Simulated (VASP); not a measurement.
# MgO (Fm-3m) in VASP: further runs

MgO is run at these levels: PBEsol, r2SCAN; tasks: electric field gradients.

All numbers are computed with VASP 6.6.1; they aren't measurements. Logs are shortened: lines on timing, memory, paths and dates and some standing lists are left out, and cuts for length are marked.

**1. The cell of the first run**

Symmetry: Fm-3m, No. 225, cubic system. Conventional cell: a = 4.270 Å, b = 4.270 Å, c = 4.270 Å, α = 90.00°, β = 90.00°, γ = 90.00°. Within 2.8 Å of Mg (site symmetry m-3m) lie 6 O at 2.14 Å. O (site symmetry m-3m) has 6 Mg at 2.14 Å within 2.8 Å.

**2. Electric field gradients, PBEsol**

INCAR

```
SYSTEM = MgO
ALGO = Normal ; EDIFF = 1E-8
ENCUT = 520 ; GGA = PS
GGA_COMPAT = .False. ; ISIF = 2
ISMEAR = -1 ; LASPH = .True.
LCHARG = .False. ; LEFG = .True.
LREAL = .False. ; LWAVE = .False.
NBANDS = 11 ; NELM = 120
PREC = Accurate ; SIGMA = 0.01
```

KPOINTS

```
k-points
0
Gamma
  10 10 10
  0 0 0
```

POSCAR

```
MgO
1.0
    0.0000000000      2.1351500000      2.1351500000
    2.1351500000      0.0000000000      2.1351500000
    2.1351500000      2.1351500000      0.0000000000
Mg O
1 1
Direct
    0.0000000000      0.0000000000      0.0000000000
    0.5000000000      0.5000000000      0.5000000000
```

Potentials or basis: VASP PAW PBE potentials, release 64 (Mg, O).

Launch:

```
$ cat potpaw_PBE.64/Mg/POTCAR potpaw_PBE.64/O/POTCAR > POTCAR
$ mpirun -np 1 vasp_std > vasp.out
```

OUTCAR:

```text
SYSTEM = MgO
   EDIFF = 1E-8
   ENCUT = 520
   GGA = PS
   ISIF = 2
   ISMEAR = -1
   LASPH = .True.
   LREAL = .False.
   NELM = 120
   PREC = Accurate

 ion  position               nearest neighbor table
   1  0.000  0.000  0.000-   2 2.14   2 2.14   2 2.14   2 2.14   2 2.14   2 2.14
   2  0.500  0.500  0.500-   1 2.14   1 2.14   1 2.14   1 2.14   1 2.14   1 2.14

  LATTYP: Found a face centered cubic cell.
 ALAT       =     4.2703000000

  Lattice vectors:

 A1 = (   0.0000000000,   2.1351500000,   2.1351500000)
 A2 = (   2.1351500000,   0.0000000000,   2.1351500000)
 A3 = (   2.1351500000,   2.1351500000,   0.0000000000)

Analysis of symmetry for initial positions (statically):
=====================================================================
 Subroutine PRICEL returns:
 Original cell was already a primitive cell.

 Routine SETGRP: Setting up the symmetry group for a
 face centered cubic supercell.

 Subroutine GETGRP returns: Found 48 space group operations
 (whereof 48 operations were pure point group operations)
 out of a pool of 48 trial point group operations.

The static configuration has the point symmetry O_h .

Analysis of symmetry for dynamics (positions and initial velocities):
=====================================================================
 Subroutine PRICEL returns:
 Original cell was already a primitive cell.

 Routine SETGRP: Setting up the symmetry group for a
 face centered cubic supercell.

 Subroutine GETGRP returns: Found 48 space group operations
 (whereof 48 operations were pure point group operations)
 out of a pool of 48 trial point group operations.

The dynamic configuration has the point symmetry O_h .

 Subroutine INISYM returns: Found 48 space group operations
 (whereof 48 operations are pure point group operations),
 and found     1 'primitive' translations

----------------------------------------------------------------------------------------

                                     Primitive cell

  volume of cell :      19.4677

  direct lattice vectors                    reciprocal lattice vectors
     0.000000000  2.135150000  2.135150000    -0.234175585  0.234175585  0.234175585
     2.135150000  0.000000000  2.135150000     0.234175585 -0.234175585  0.234175585
     2.135150000  2.135150000  0.000000000     0.234175585  0.234175585 -0.234175585

  length of vectors
     3.019558088  3.019558088  3.019558088     0.405604011  0.405604011  0.405604011

  position of ions in fractional coordinates (direct lattice)
     0.000000000  0.000000000  0.000000000
     0.500000000  0.500000000  0.500000000

  ion indices of the primitive-cell ions
   primitive index   ion index
                 1           1
                 2           2

----------------------------------------------------------------------------------------

 KPOINTS: k-points

Automatic generation of k-mesh.
 Grid dimensions read from file:
 generate k-points for:   10   10   10

 Generating k-lattice:

  Cartesian coordinates                     Fractional coordinates (reciprocal lattice)
    -0.023417558  0.023417558  0.023417558     0.100000000  0.000000000  0.000000000
     0.023417558 -0.023417558  0.023417558     0.000000000  0.100000000  0.000000000
     0.023417558  0.023417558 -0.023417558     0.000000000  0.000000000  0.100000000

  Length of vectors
     0.040560401  0.040560401  0.040560401

  Shift w.r.t. Gamma in fractional coordinates (k-lattice)
     0.000000000  0.000000000  0.000000000

 Subroutine IBZKPT returns following result:
 ===========================================

 Found     47 irreducible k-points:

 Following reciprocal coordinates:
            Coordinates               Weight
  0.000000  0.000000  0.000000      1.000000
  0.100000  0.000000  0.000000      8.000000
  0.200000  0.000000  0.000000      8.000000
  0.300000  0.000000  0.000000      8.000000
  0.400000  0.000000  0.000000      8.000000
  0.500000  0.000000  0.000000      4.000000
[... 16 lines left out ...]
  0.300000  0.300000  0.000000      6.000000
  0.400000  0.300000  0.000000     24.000000
 [... further k-points ...]
   k-points           NKPTS =     47   k-points in BZ     NKDIM =     47   number of bands    NBANDS=     11
   number of dos      NEDOS =    301   number of ions     NIONS =      2
   total plane-waves  NPLWV =  13824
   dimension x,y,z NGX =    24 NGY =   24 NGZ =   24
   dimension x,y,z NGXF=    48 NGYF=   48 NGZF=   48
   ions per type =               1   1
   NGX,Y,Z   is equivalent  to a cutoff of  13.21, 13.21, 13.21 a.u.
   NGXF,Y,Z  is equivalent  to a cutoff of  26.43, 26.43, 26.43 a.u.
 SYSTEM =  MgO
   PREC   = accura    normal or accurate (medium, high low for compatibility)
   ISTART =      0    job   : 0-new  1-cont  2-samecut
   ICHARG =      2    charge: 1-file 2-atom 10-const
   ISPIN  =      1    spin polarized calculation?
   LNONCOLLINEAR =      F non collinear calculations
   LSORBIT =      F    spin-orbit coupling
   LASPH  =      T    aspherical Exc in radial PAW
   ENCUT  =  520.0 eV  38.22 Ry    6.18 a.u.   5.61  5.61  5.61*2*pi/ulx,y,z
   NELM   =    120;   NELMIN=  2; NELMDL= -5     # of ELM steps
   EDIFF  = 0.1E-07   stopping-criterion for ELM
   LREAL  =      F    real-space projection
   EDIFFG = 0.1E-06   stopping-criterion for IOM
   NSW    =      0    number of steps for IOM
   IBRION =     -1    ionic relax: 0-MD 1-quasi-New 2-CG
   NFREE  =      0    steps in history (QN), initial steepest desc. (CG)
   ISIF   =      2    stress and relaxation
   ISYM   =      2    0-nonsym 1-usesym 2-fastsym
   POTIM  = 0.5000    time-step for ionic-motion
   TEBEG  =    0.0;   TEEND  =   0.0 temperature during run
   PSTRESS=    0.0 pullay stress
   NELECT =       8.0000    total number of electrons
   NUPDOWN=      -1.0000    fix difference up-down
   EMIN   =  10.00;   EMAX   =-10.00  energy-range for DOS
   EFERMI =   0.00;   METHOD = LEGACY
   ISMEAR =    -1;   SIGMA  =   0.01  broadening in eV -4-tet -1-fermi 0-gaus
   EFERMI_NEDOS =   21; number of points for ismear=-14 and -15
   IALGO  =     38    algorithm
   IMIX   =      4    mixing-type and parameters
     AMIX     =   0.40;   BMIX     =  1.00
     AMIX_MAG =   1.60;   BMIX_MAG =  1.00
  volume/ion in A,a.u.               =       9.73        65.69
  Fermi-wavevector in a.u.,A,eV,Ry     =   1.217119  2.300022 20.155386  1.481379
  Thomas-Fermi vector in A             =   2.352450
   LORBIT       =      0    0 simple, 1 ext, 2 COOP (PROOUT), +10 PAW based schemes
   GGA     = PS    functional components
   LHFCALC =     F    Hartree Fock is set to
   AEXX    =    0.0000 exact exchange contribution
   IVDW    =     0    specifies the selected vdW correction
   LEPSILON=     F    determine dielectric tensor
   LRPA    =     F    only Hartree local field effects (RPA)
 non-spin polarized calculation
  energy-cutoff  :      520.00
  volume of cell :       19.47
 maximum number of plane-waves:       544
   NGX = 11   NGY = 11   NGZ = 11

 number of electron       8.0000002 magnetization

 Free energy of the ion-electron system (eV)
  ---------------------------------------------------
  ext. energy  EPLUGINS =         0.00000000
  ---------------------------------------------------
  free energy    TOTEN  =       -12.49684374 eV

  energy without entropy =      -12.49684374  energy(sigma->0) =      -12.49684374

 E-fermi :   3.0366     XC(G=0): -11.1127

 val. band max:        2.7649416970   @ k =   0.0000   0.0000   0.0000
 cond. band min:       7.0120887570   @ k =   0.0000   0.0000   0.0000
 fundamental gap:      4.2471470600
 Fermi energy:         3.0365804990

 k-point     1 :       0.0000    0.0000    0.0000
  band No.  band energies     occupation
      1     -14.2324      2.00000
      2       2.7649      2.00000
      3       2.7649      2.00000
      4       2.7649      2.00000
      5       7.0121      0.00000
      6      18.1681      0.00000
      7      18.1681      0.00000
      8      18.1681      0.00000
      9      21.9039      0.00000
     10      23.7397      0.00000
     11      23.7397      0.00000

 k-point     2 :       0.1000    0.0000    0.0000
  band No.  band energies     occupation
      1     -14.1322      2.00000
      2       2.1085      2.00000
      3       2.7011      2.00000
      4       2.7011      2.00000
      5       7.6517      0.00000
      6      16.9180      0.00000
      7      18.3940      0.00000
      8      18.3940      0.00000
      9      22.9545      0.00000
     10      22.9545      0.00000
     11      23.5054      0.00000

 k-point     3 :       0.2000    0.0000    0.0000
  band No.  band energies     occupation
      1     -13.8569      2.00000
      2       0.8113      2.00000
      3       2.5392      2.00000
      4       2.5392      2.00000
      5       8.8485      0.00000
      6      15.4000      0.00000
      7      18.8324      0.00000
      8      18.8324      0.00000
      9      22.2501      0.00000
     10      22.2501      0.00000
     11      24.2375      0.00000

 k-point     4 :       0.3000    0.0000    0.0000
  band No.  band energies     occupation
      1     -13.4864      2.00000
      2      -0.4669      2.00000
      3       2.3488      2.00000
      4       2.3488      2.00000
      5       9.7992      0.00000
      6      14.6641      0.00000
      7      18.8886      0.00000
      8      18.8886      0.00000
      9      22.6918      0.00000
     10      22.6918      0.00000
     11      23.6333      0.00000
[... 239 lines left out ...]
 k-point    22 :      -0.2000    0.2000    0.0000
  band No.  band energies     occupation
      1     -13.3760      2.00000
      2      -0.2756      2.00000
      3       1.4700      2.00000
      4       2.3482      2.00000
      5      10.7240      0.00000
      6      14.2808      0.00000
      7      17.3015      0.00000
      8      19.9454      0.00000
      9      20.7728      0.00000
     10      23.4966      0.00000
     11      26.7454      0.00000

 k-point    23 :       0.3000    0.3000    0.0000
  band No.  band energies     occupation
      1     -13.2933      2.00000
      2      -0.3234      2.00000
      3       1.8565      2.00000
      4       1.8565      2.00000
      5      11.1099      0.00000
      6      12.9186      0.00000
      7      16.6284      0.00000
      8      20.0700      0.00000
      9      20.0700      0.00000
     10      26.3309      0.00000
     11      29.2260      0.00000

 k-point    24 :       0.4000    0.3000    0.0000
  band No.  band energies     occupation
      1     -13.0597      2.00000
      2      -0.7287      2.00000
      3       1.5011      2.00000
      4       1.7144      2.00000
      5      11.8419      0.00000
      6      12.6351      0.00000
      7      15.8156      0.00000
      8      20.2781      0.00000
      9      20.4760      0.00000
     10      27.0273      0.00000
     11      28.8447      0.00000

 [... further k-points ...]
[... 5 lines left out ...]
  --------------------------------------------------------------------------------------
  -------------------------------------------------------------------------------------
  Total       -0.7671748     -0.7671748     -0.7671748     -0.0000000     -0.0000000      0.0000000
  in kB      -63.1378444    -63.1378444    -63.1378444     -0.0000000     -0.0000000      0.0000000
  external PRESSURE =     -63.1378444 kB  Pullay stress =       0.0000000 kB

 VOLUME and BASIS-vectors are now :
 -----------------------------------------------------------------------------
  energy-cutoff  :      520.00
  volume of cell :       19.47
      direct lattice vectors                 reciprocal lattice vectors
     0.000000000  2.135150000  2.135150000    -0.234175585  0.234175585  0.234175585
     2.135150000  0.000000000  2.135150000     0.234175585 -0.234175585  0.234175585
     2.135150000  2.135150000  0.000000000     0.234175585  0.234175585 -0.234175585

 POSITION                                       TOTAL-FORCE (eV/Angst)
 -----------------------------------------------------------------------------------
      0.00000      0.00000      0.00000         0.000000      0.000000      0.000000
      2.13515      2.13515      2.13515         0.000000     -0.000000      0.000000
 -----------------------------------------------------------------------------------
    total drift:                               -0.000000     -0.000000      0.000000

  FREE ENERGIE OF THE ION-ELECTRON SYSTEM (eV)
  ---------------------------------------------------
  free  energy   TOTEN  =       -12.4968437440 eV

  energy  without entropy=      -12.4968437440  energy(sigma->0) =      -12.49684374

 Electric field gradients (V/A^2)
---------------------------------------------------------------------
 ion       V_xx      V_yy      V_zz      V_xy      V_xz      V_yz
---------------------------------------------------------------------
   1       0.000     0.000     0.000     0.000     0.000     0.000
   2      -0.000     0.000    -0.000    -0.002    -0.002    -0.002
---------------------------------------------------------------------

 Electric field gradients after diagonalization (V/A^2)
 (convention: |V_zz| > |V_xx| > |V_yy|)
----------------------------------------------------------------------
 ion       V_xx      V_yy      V_zz     asymmetry (V_yy - V_xx)/ V_zz
----------------------------------------------------------------------
   1      -0.000    -0.000     0.000       0.000
   2       0.002     0.002    -0.005       0.000
----------------------------------------------------------------------

           NMR quadrupolar parameters

 Cq : quadrupolar parameter    Cq=e*Q*V_zz/h
 eta: asymmetry parameters     (V_yy - V_xx)/ V_zz
 Q  : nuclear electric quadrupole moment in mb (millibarn)
----------------------------------------------------------------------
 ion       Cq(MHz)       eta       Q (mb)
----------------------------------------------------------------------
   1       0.000       0.000       1.000
   2      -0.000       0.000       1.000
----------------------------------------------------------------------
```

It took 16 s on 1 thread of AMD EPYC 7R13, shared host; peak memory 0.11 GiB.

What came out:

```yaml
Free_energy: -12.4968 eV
Pressure: -6.3 GPa
Band_gap_on_the_k_mesh: 4.25 eV, direct
```

Levels at points of the mesh, in eV from the valence-band top:
| k point | band 1 | band 2 | band 3 | band 4 | band 5 | band 6 | band 7 | band 8 | band 9 |
| --- | --- | --- | --- | --- | --- | --- | --- | --- | --- |
| (0.00, 0.00, 0.00) | -17.00 | 0.00 | 0.00 | 0.00 | 4.25 | 15.40 | 15.40 | 15.40 | 19.14 |
| (0.50, 0.00, 0.00) | -15.79 | -4.50 | -0.62 | -0.62 | 7.49 | 12.04 | 15.76 | 15.76 | 20.16 |
| (0.50, 0.50, 0.00) | -15.54 | -3.98 | -1.31 | -1.31 | 8.87 | 9.44 | 12.54 | 18.23 | 18.23 |

Caveat: without QUAD_EFG the Cq values of the log hold for a quadrupole moment of 1 mb, not for the nuclei; the PAW data sets were made with another functional, which shifts forces and pressure a little.

(Part 1 of 2 ends here.)
